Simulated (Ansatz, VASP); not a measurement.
One calculation of CaSe, two programs

```
Ca Se
1.0
     0.00000    2.78170    3.33804
     2.78170    0.00000    3.33804
     2.78170    2.78170    0.00000
Ca Se
1 1
Direct
  0.00000 0.00000 0.00000
  0.50000 0.50000 0.50000
```

Alike in both runs: task single point; functional PBEsol; k mesh 10 × 10 × 10; occupations gaussian, width 0.05 eV; no spin polarisation.

```csv
,VASP,Ansatz
version,VASP 6.6.1,Ansatz 0.2.0
potentials or method,"VASP PAW PBE potentials, release 64 (Ca_sv, Se), cutoff 520 eV","scalar-relativistic, plane waves, PAW"
valence electrons in the cell,16,26
```

VASP gave:

| Property | Result |
| --- | --- |
| gap on the k mesh at the Fermi level (eV) | 1.90 |
| least direct gap on the mesh (eV) | 2.38 |
| pressure (GPa) | 2.8 |
| traceless stress, the component that is largest in VASP (GPa) | -8.92 |

Task: Which values does Ansatz return?

Result: gap on the k mesh at the Fermi level (eV): 1.91; least direct gap on the mesh (eV): 2.39; pressure (GPa): 2.6; traceless stress, the component that is largest in VASP (GPa): -8.74.

VASP's potentials were made for PBE, not for PBEsol. VASP's potentials hold 16 valence electrons a cell and Ansatz's 26, so a difference there can come from the potentials and not from the codes.
